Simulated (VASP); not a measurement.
# Pt (Fm-3m) in VASP: further runs

The runs below take Pt through single point, with r2SCAN.

All numbers are computed with VASP 6.6.1; they aren't measurements. Logs are shortened: lines on timing, memory, paths and dates and some standing lists are left out, and cuts for length are marked.

**1. The cell of the first run**

It takes space group Fm-3m (No. 225, cubic). The conventional cell has a = 3.941 Å, b = 3.941 Å, c = 3.941 Å, α = 90.00°, β = 90.00°, γ = 90.00°. Pt (site symmetry m-3m) has 12 Pt at 2.79 Å within 3.7 Å.

**2. Single point, r2SCAN**

POSCAR

```
Pt
1.0
    0.0000000000      1.9705765473      1.9705765473
    1.9705765473      0.0000000000      1.9705765473
    1.9705765473      1.9705765473      0.0000000000
Pt
1
Direct
    0.0000000000      0.0000000000      0.0000000000
```

INCAR.step1

```
PREC = Accurate
ENCUT = 520
ISMEAR = -1
SIGMA = 0.03
LREAL = False
LASPH = True
NELM = 100
NBANDS = 11
GGA = PE
ALGO = Normal
EDIFF = 1E-4
LWAVE = True
LCHARG = False
```

INCAR.step2

```
PREC = Accurate
ENCUT = 520
EDIFF = 1E-7
ISMEAR = -1
SIGMA = 0.03
LREAL = False
LASPH = True
NELM = 100
ALGO = Normal
ISIF = 2
LWAVE = False
LCHARG = True
METAGGA = R2SCAN
LMIXTAU = True
LELF = True
LVHAR = True
NBANDS = 11
ISTART = 1
```

KPOINTS

```
regular mesh
0
Gamma
  14 14 14
```

Potentials or basis: VASP PAW PBE potentials, release 64 (Pt).

The run is started by

```sh
> cat potpaw_PBE.64/Pt/POTCAR > POTCAR
> cp INCAR.step1 INCAR
> mpirun -np 1 vasp_std > vasp.out
> cp INCAR.step2 INCAR
> mpirun -np 1 vasp_std > vasp.out
```

OUTCAR:

```text
PREC = Accurate
   ENCUT = 520
   EDIFF = 1E-7
   ISMEAR = -1
   LREAL = False
   LASPH = True
   NELM = 100
   ISIF = 2
   METAGGA = R2SCAN
   ISTART = 1

 ion  position               nearest neighbor table
   1  0.000  0.000  0.000-

  LATTYP: Found a face centered cubic cell.
 ALAT       =     3.9411530946

  Lattice vectors:

 A1 = (   0.0000000000,   1.9705765473,   1.9705765473)
 A2 = (   1.9705765473,   0.0000000000,   1.9705765473)
 A3 = (   1.9705765473,   1.9705765473,   0.0000000000)

Analysis of symmetry for initial positions (statically):
=====================================================================
 Subroutine PRICEL returns:
 Original cell was already a primitive cell.

 Routine SETGRP: Setting up the symmetry group for a
 face centered cubic supercell.

 Subroutine GETGRP returns: Found 48 space group operations
 (whereof 48 operations were pure point group operations)
 out of a pool of 48 trial point group operations.

The static configuration has the point symmetry O_h .

Analysis of symmetry for dynamics (positions and initial velocities):
=====================================================================
 Subroutine PRICEL returns:
 Original cell was already a primitive cell.

 Routine SETGRP: Setting up the symmetry group for a
 face centered cubic supercell.

 Subroutine GETGRP returns: Found 48 space group operations
 (whereof 48 operations were pure point group operations)
 out of a pool of 48 trial point group operations.

The dynamic configuration has the point symmetry O_h .

 Subroutine INISYM returns: Found 48 space group operations
 (whereof 48 operations are pure point group operations),
 and found     1 'primitive' translations

----------------------------------------------------------------------------------------

                                     Primitive cell

  volume of cell :      15.3042

  direct lattice vectors                    reciprocal lattice vectors
     0.000000000  1.970576547  1.970576547    -0.253732848  0.253732848  0.253732848
     1.970576547  0.000000000  1.970576547     0.253732848 -0.253732848  0.253732848
     1.970576547  1.970576547  0.000000000     0.253732848  0.253732848 -0.253732848

  length of vectors
     2.786816079  2.786816079  2.786816079     0.439478185  0.439478185  0.439478185

  position of ions in fractional coordinates (direct lattice)
     0.000000000  0.000000000  0.000000000

  ion indices of the primitive-cell ions
   primitive index   ion index
                 1           1

----------------------------------------------------------------------------------------

 KPOINTS: regular mesh

Automatic generation of k-mesh.
 Grid dimensions read from file:
 generate k-points for:   14   14   14

 Generating k-lattice:

  Cartesian coordinates                     Fractional coordinates (reciprocal lattice)
    -0.018123775  0.018123775  0.018123775     0.071428571  0.000000000  0.000000000
     0.018123775 -0.018123775  0.018123775     0.000000000  0.071428571  0.000000000
     0.018123775  0.018123775 -0.018123775     0.000000000  0.000000000  0.071428571

  Length of vectors
     0.031391299  0.031391299  0.031391299

  Shift w.r.t. Gamma in fractional coordinates (k-lattice)
     0.000000000  0.000000000  0.000000000

 Subroutine IBZKPT returns following result:
 ===========================================

 Found    104 irreducible k-points:

 Following reciprocal coordinates:
            Coordinates               Weight
  0.000000  0.000000  0.000000      1.000000
  0.071429  0.000000  0.000000      8.000000
  0.142857  0.000000  0.000000      8.000000
  0.214286  0.000000  0.000000      8.000000
  0.285714  0.000000  0.000000      8.000000
  0.357143  0.000000  0.000000      8.000000
[... 16 lines left out ...]
  0.214286  0.142857  0.000000     24.000000
  0.285714  0.142857  0.000000     24.000000
 [... further k-points ...]
   k-points           NKPTS =    104   k-points in BZ     NKDIM =    104   number of bands    NBANDS=     11
   number of dos      NEDOS =    301   number of ions     NIONS =      1
   total plane-waves  NPLWV =  13824
   dimension x,y,z NGX =    24 NGY =   24 NGZ =   24
   dimension x,y,z NGXF=    48 NGYF=   48 NGZF=   48
   ions per type =               1
   NGX,Y,Z   is equivalent  to a cutoff of  14.32, 14.32, 14.32 a.u.
   NGXF,Y,Z  is equivalent  to a cutoff of  28.63, 28.63, 28.63 a.u.
 SYSTEM =  unknown system
   PREC   = accura    normal or accurate (medium, high low for compatibility)
   ISTART =      1    job   : 0-new  1-cont  2-samecut
   ICHARG =      0    charge: 1-file 2-atom 10-const
   ISPIN  =      1    spin polarized calculation?
   LNONCOLLINEAR =      F non collinear calculations
   LSORBIT =      F    spin-orbit coupling
   LASPH  =      T    aspherical Exc in radial PAW
   ENCUT  =  520.0 eV  38.22 Ry    6.18 a.u.   5.18  5.18  5.18*2*pi/ulx,y,z
   NELM   =    100;   NELMIN=  2; NELMDL=  0     # of ELM steps
   EDIFF  = 0.1E-06   stopping-criterion for ELM
   LREAL  =      F    real-space projection
   EDIFFG = 0.1E-05   stopping-criterion for IOM
   NSW    =      0    number of steps for IOM
   IBRION =     -1    ionic relax: 0-MD 1-quasi-New 2-CG
   NFREE  =      0    steps in history (QN), initial steepest desc. (CG)
   ISIF   =      2    stress and relaxation
   ISYM   =      2    0-nonsym 1-usesym 2-fastsym
   POTIM  = 0.5000    time-step for ionic-motion
   TEBEG  =    0.0;   TEEND  =   0.0 temperature during run
   PSTRESS=    0.0 pullay stress
   NELECT =      10.0000    total number of electrons
   NUPDOWN=      -1.0000    fix difference up-down
   EMIN   =  10.00;   EMAX   =-10.00  energy-range for DOS
   EFERMI =   0.00;   METHOD = LEGACY
   ISMEAR =    -1;   SIGMA  =   0.03  broadening in eV -4-tet -1-fermi 0-gaus
   EFERMI_NEDOS =   21; number of points for ismear=-14 and -15
   IALGO  =     38    algorithm
   IMIX   =      4    mixing-type and parameters
     AMIX     =   0.40;   BMIX     =  1.00
     AMIX_MAG =   1.60;   BMIX_MAG =  1.00
  volume/ion in A,a.u.               =      15.30       103.28
  Fermi-wavevector in a.u.,A,eV,Ry     =   1.420599  2.684543 27.457940  2.018102
  Thomas-Fermi vector in A             =   2.541497
   LORBIT       =      0    0 simple, 1 ext, 2 COOP (PROOUT), +10 PAW based schemes
   METAGGA = R2SCAN    functional components
   LHFCALC =     F    Hartree Fock is set to
   AEXX    =    0.0000 exact exchange contribution
   IVDW    =     0    specifies the selected vdW correction
   LEPSILON=     F    determine dielectric tensor
   LRPA    =     F    only Hartree local field effects (RPA)
 non-spin polarized calculation
  energy-cutoff  :      520.00
  volume of cell :       15.30
 maximum number of plane-waves:       428
 NGX is ok and might be reduce to    24
   NGX = 11   NGY = 11   NGZ = 11

 number of electron      10.0000001 magnetization

 Free energy of the ion-electron system (eV)
  ---------------------------------------------------
  ext. energy  EPLUGINS =         0.00000000
  ---------------------------------------------------
  free energy    TOTEN  =       -51.51107759 eV

  energy without entropy =      -51.50616388  energy(sigma->0) =      -51.50862074

 E-fermi :  10.7087     XC(G=0): -14.5317

 val. band max:       10.7084045974   @ k =   0.4286   0.1429   0.0000
 cond. band min:      10.7106916518   @ k =  -0.3571   0.3571   0.1429
 fundamental gap:      0.0022870543
 Fermi energy:        10.7087029155

 k-point     1 :       0.0000    0.0000    0.0000
  band No.  band energies     occupation
      1       0.4088      2.00000
      2       6.9089      2.00000
      3       6.9089      2.00000
      4       6.9089      2.00000
      5       9.0201      2.00000
      6       9.0201      2.00000
      7      26.2574      0.00000
      8      31.3434      0.00000
      9      31.3434      0.00000
     10      31.3434      0.00000
     11      37.1642      0.00000

 k-point     2 :       0.0714    0.0000    0.0000
  band No.  band energies     occupation
      1       0.6192      2.00000
      2       6.8181      2.00000
      3       6.9912      2.00000
      4       6.9912      2.00000
      5       8.9765      2.00000
      6       8.9765      2.00000
      7      26.5748      0.00000
      8      30.3078      0.00000
      9      31.6581      0.00000
     10      31.6581      0.00000
     11      38.2322      0.00000

 k-point     3 :       0.1429    0.0000    0.0000
  band No.  band energies     occupation
      1       1.2168      2.00000
      2       6.6127      2.00000
      3       7.1805      2.00000
      4       7.1805      2.00000
      5       8.9156      2.00000
      6       8.9156      2.00000
      7      27.3538      0.00000
      8      28.3069      0.00000
      9      32.5501      0.00000
     10      32.5501      0.00000
     11      37.5210      0.00000

 k-point     4 :       0.2143    0.0000    0.0000
  band No.  band energies     occupation
      1       2.0689      2.00000
      2       6.4972      2.00000
      3       7.2948      2.00000
      4       7.2948      2.00000
      5       9.0419      2.00000
      6       9.0419      2.00000
      7      25.9776      0.00000
      8      28.0342      0.00000
      9      33.8069      0.00000
     10      33.8069      0.00000
     11      35.5800      0.00000
[... 239 lines left out ...]
 k-point    22 :       0.1429    0.1429    0.0000
  band No.  band energies     occupation
      1       1.4955      2.00000
      2       6.2476      2.00000
      3       7.4804      2.00000
      4       7.4804      2.00000
      5       8.3110      2.00000
      6       9.3025      2.00000
      7      27.8852      0.00000
      8      29.7322      0.00000
      9      31.0930      0.00000
     10      31.0930      0.00000
     11      39.1281      0.00000

 k-point    23 :       0.2143    0.1429    0.0000
  band No.  band energies     occupation
      1       2.1626      2.00000
      2       5.9700      2.00000
      3       7.5839      2.00000
      4       7.7435      2.00000
      5       8.2860      2.00000
      6       9.4715      2.00000
      7      28.1213      0.00000
      8      28.7579      0.00000
      9      30.7914      0.00000
     10      31.6041      0.00000
     11      36.4382      0.00000

 k-point    24 :       0.2857    0.1429    0.0000
  band No.  band energies     occupation
      1       3.0067      2.00000
      2       5.8341      2.00000
      3       7.2342      2.00000
      4       7.8375      2.00000
      5       8.9800      2.00000
      6       9.8170      2.00000
      7      25.6614      0.00000
      8      28.9481      0.00000
      9      30.3974      0.00000
     10      31.9371      0.00000
     11      35.9368      0.00000

 [... further k-points ...]
[... 5 lines left out ...]
  --------------------------------------------------------------------------------------
  -------------------------------------------------------------------------------------
  Total        0.0253364      0.0253364      0.0253364     -0.0000000     -0.0000000     -0.0000000
  in kB        2.6524418      2.6524418      2.6524418     -0.0000000     -0.0000000     -0.0000000
  external PRESSURE =       2.6524418 kB  Pullay stress =       0.0000000 kB

 VOLUME and BASIS-vectors are now :
 -----------------------------------------------------------------------------
  energy-cutoff  :      520.00
  volume of cell :       15.30
      direct lattice vectors                 reciprocal lattice vectors
     0.000000000  1.970576547  1.970576547    -0.253732848  0.253732848  0.253732848
     1.970576547  0.000000000  1.970576547     0.253732848 -0.253732848  0.253732848
     1.970576547  1.970576547  0.000000000     0.253732848  0.253732848 -0.253732848

 POSITION                                       TOTAL-FORCE (eV/Angst)
 -----------------------------------------------------------------------------------
      0.00000      0.00000      0.00000        -0.000000      0.000000      0.000000
 -----------------------------------------------------------------------------------
    total drift:                               -0.000000      0.000000     -0.000000

  FREE ENERGIE OF THE ION-ELECTRON SYSTEM (eV)
  ---------------------------------------------------
  free  energy   TOTEN  =       -51.5110775888 eV

  energy  without entropy=      -51.5061638840  energy(sigma->0) =      -51.50862074
```

Wall time 55 s (1 thread of AMD EPYC 7R13, shared host); peak memory 0.16 GiB.

Results:

```
Free energy            : -51.5111 eV
Pressure               : 0.3 GPa
Band gap on the k mesh : zero (band 5 reaches 11.24 eV, above the bottom of band 6 at 8.92 eV)
```

Levels at points of the mesh, in eV from the Fermi level:
```csv
k point,band 1,band 2,band 3,band 4,band 5,band 6,band 7,band 8,band 9,band 10
"(0.00, 0.00, 0.00)",-10.30,-3.80,-3.80,-3.80,-1.69,-1.69,15.55,20.63,20.63,20.63
"(0.50, 0.00, 0.00)",-7.39,-3.90,-3.90,-0.21,0.05,0.05,6.07,15.19,19.88,19.88
"(0.50, 0.50, 0.00)",-7.11,-6.68,-0.04,0.53,0.53,2.00,9.21,12.00,12.00,21.13
```

Caveat: the PAW data sets were made with another functional, which shifts forces and pressure a little; spin-orbit coupling is left out, which moves the levels of the heavy elements.

**3. Single point, r2SCAN**

POSCAR is that of step 2.

INCAR.step1

```
SYSTEM = Pt
ALGO = Normal
EDIFF = 1E-4
ENCUT = 520
GGA = PE
ISMEAR = -1
LASPH = .True.
LCHARG = .False.
LREAL = .False.
LWAVE = .True.
NBANDS = 11
NELM = 80
PREC = Accurate
SIGMA = 0.2
```

INCAR.step2

```
SYSTEM = Pt
ALGO = Normal
EDIFF = 1E-7
ENCUT = 520
ISIF = 2
ISMEAR = -1
ISTART = 1
LASPH = .True.
LCHARG = .True.
LELF = .True.
LMIXTAU = .True.
LREAL = .False.
LVHAR = .True.
LWAVE = .False.
METAGGA = R2SCAN
NBANDS = 11
NELM = 80
PREC = Accurate
SIGMA = 0.2
```

KPOINTS

```
k-points
0
Gamma
  14 14 14
  0 0 0
```

Potentials or basis: VASP PAW PBE potentials, release 64 (Pt).

The run is started by

```sh
> cat potpaw_PBE.64/Pt/POTCAR > POTCAR
> cp INCAR.step1 INCAR
> mpirun -np 1 vasp_std > vasp.out
> cp INCAR.step2 INCAR
> mpirun -np 1 vasp_std > vasp.out
```

Run time: 56 s. Hardware: 1 thread of AMD EPYC 7R13, shared host; peak memory 0.16 GiB.

It converged, with:

* Free energy: -51.6027 eV
* Pressure: 1.6 GPa
* Band gap on the k mesh: zero (band 5 reaches 11.25 eV, above the bottom of band 6 at 8.92 eV)

Levels at points of the mesh, in eV from the Fermi level:
```
           k point  band 2  band 3  band 4  band 5  band 6  band 7  band 8  band 9
(0.00, 0.00, 0.00)   -3.86   -3.86   -3.86   -1.75   -1.75   15.48   20.56   20.56
(0.50, 0.00, 0.00)   -3.96   -3.96   -0.28   -0.01   -0.01    6.01   15.12   19.81
(0.50, 0.50, 0.00)   -6.74   -0.10    0.47    0.47    1.94    9.14   11.94   11.94
```

Caveat: the PAW data sets were made with another functional, which shifts forces and pressure a little; spin-orbit coupling is left out, which moves the levels of the heavy elements.
